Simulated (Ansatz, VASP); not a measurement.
# One calculation of Ge2As3, two programs

INCAR

```
SYSTEM = Ge2As3
ALGO = Normal
EDIFF = 1E-6
ENCUT = 520
GGA = PE
ISIF = 2
ISMEAR = 0
LASPH = .True.
LCHARG = .True.
LELF = .True.
LREAL = .False.
LVHAR = .True.
LWAVE = .False.
NBANDS = 30
NELM = 100
PREC = Accurate
SIGMA = 0.1
```

File KPOINTS:

```
k-points
0
Gamma
  6 6 2
  0 0 0
```

Contents of POSCAR:

```
Ge2As3
1.0
    4.2582237200      0.0000000000      0.0000000000
   -2.1291118600      3.6877299100      0.0000000000
    0.0000000000      0.0000000000      8.2818836600
Ge As
2 3
Direct
    0.0000000000      0.0000000000      0.2554678100
    0.0000000000      0.0000000000      0.7445321900
    0.3333333300      0.6666666700      0.0000000000
    0.6666666700      0.3333333300      0.0000000000
    0.0000000000      0.0000000000      0.5000000000
```

Input for Ansatz:

```yaml
crystal:
  lattice:
    - [4.25822372, 0.0, 0.0]
    - [-2.12911186, 3.68772991, 0.0]
    - [0.0, 0.0, 8.28188366]
  atoms:
    - { symbol: Ge, position: [0.0, 0.0, 0.25546781] }
    - { symbol: Ge, position: [0.0, 0.0, 0.74453219] }
    - { symbol: As, position: [0.33333333, 0.66666667, 0.0] }
    - { symbol: As, position: [0.66666667, 0.33333333, 0.0] }
    - { symbol: As, position: [0.0, 0.0, 0.5] }
basis:
  ecutwfc: 420
kpoints:
  mp_grid: { grid: [6, 6, 2] }
hamiltonian:
  xc: pbe
scf:
  occupations: { method: gaussian, width: 0.1 }
  lower_state_search: "off"
output:
  forces: true
  stress: true
  eigenvalues: true
```

Alike in both runs: task single point; functional PBE; k mesh 6 × 6 × 2; occupations gaussian, width 0.1 eV; no spin polarisation.

|  | VASP | Ansatz |
| --- | --- | --- |
| version | VASP 6.6.1 | Ansatz 0.2.0 |
| potentials or method | VASP PAW PBE potentials, release 64 (Ge_d, As), cutoff 520 eV | scalar-relativistic, plane waves, PAW |
| valence electrons in the cell | 43 | 73 |

VASP gave:

- gap on the k mesh at the Fermi level (eV): none
- pressure (GPa): 13.1
- traceless stress, the component that is largest in VASP (GPa): 17.12
- rms of the force components (eV/Å): 2.185

Q: Which values does Ansatz return?

A: gap on the k mesh at the Fermi level (eV): none; pressure (GPa): 12.9; traceless stress, the component that is largest in VASP (GPa): 17.06; rms of the force components (eV/Å): 2.171.

Atom by atom the forces differ by 0.014 eV/Å (rms over components). A gap of «none» marks a metal or a gap that the smearing closes. VASP's potentials hold 43 valence electrons a cell and Ansatz's 73, so a difference there can come from the potentials and not from the codes.

The k mesh is coarse, so the values compare programs but aren't converged.
